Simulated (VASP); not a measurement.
Write the native input for VASP 6.6.1 that does the following.

- Task: relaxation of cell and atoms
- Functional: HF
- Potentials or basis: VASP PAW PBE potentials, release 64 (C)
- Cutoff: 600 eV
- k mesh: 3 × 3 × 10
- Occupations: fermi-dirac, width 0.05 eV
- Spin: no spin polarisation
- Dipole correction: no
- Grid for exact exchange (PRECFOCK): Normal
- Further INCAR settings: ALGO = Normal; EDIFF = 1e-06; IBRION = 2; EDIFFG = -0.01; NSW = 60; ISIF = 3
- Share of exact exchange: 1

C:

```
CELL_PARAMETERS angstrom
4.25517 0.00000 0.00000
0.00000 4.25517 0.00000
0.00000 0.00000 1.28229
ATOMIC_POSITIONS crystal
C 0.50000 0.50000 0.50000
```

One way to write it, as run:

POSCAR

```
C
1.0
    4.2551700000      0.0000000000      0.0000000000
    0.0000000000      4.2551700000      0.0000000000
    0.0000000000      0.0000000000      1.2822900000
C
1
Direct
    0.5000000000      0.5000000000      0.5000000000
```

INCAR.step1

```
ALGO = Normal
EDIFF = 1E-5
ENCUT = 600
GGA = PE
ISMEAR = -1
LASPH = True
LCHARG = False
LREAL = False
LWAVE = True
NBANDS = 8
NELM = 80
PREC = Accurate
SIGMA = 0.05
```

INCAR.step2

```
AEXX = 1.0
AGGAC = 0.0
ALDAC = 0.0
ALGO = Normal
EDIFF = 1E-6
EDIFFG = -0.01
ENCUT = 600
GGA = PE
IBRION = 2
ISIF = 3
ISMEAR = -1
ISTART = 1
LASPH = True
LCHARG = False
LHFCALC = True
LREAL = False
LWAVE = False
NELM = 80
NSW = 60
PREC = Accurate
PRECFOCK = Normal
SIGMA = 0.05
```

KPOINTS

```
k-points
0
Gamma
  3 3 10
```

Potentials or basis: VASP PAW PBE potentials, release 64 (C).

Run with:

```sh
$ cat potpaw_PBE.64/C/POTCAR > POTCAR
$ cp INCAR.step1 INCAR
$ mpirun -np 1 vasp_std > vasp.out
$ cp INCAR.step2 INCAR
$ mpirun -np 1 vasp_std > vasp.out
```

It gave:

- Relaxed volume: 22.78 Å³/atom
- Relaxed cell: a = 4.255 Å, b = 4.255 Å, c = 1.258 Å, α = 90.00°, β = 90.00°, γ = 90.00°
- Space group after relaxing (to 0.1 Å): P4/mmm (No. 123)
- Pressure after relaxing: 0.0 GPa
- Band gap on the k mesh: zero (bands 2 and 3 overlap by 27.47 eV)

Caveat: the k points lie up to 0.50 Å⁻¹ apart in the final cell, too coarse for converged energies and pressures of a metal; the PAW data sets were made with another functional, which shifts forces and pressure a little.

It took 2.3 min on 1 thread of Intel Xeon 8259CL (shared host), peak memory 0.1 GiB.
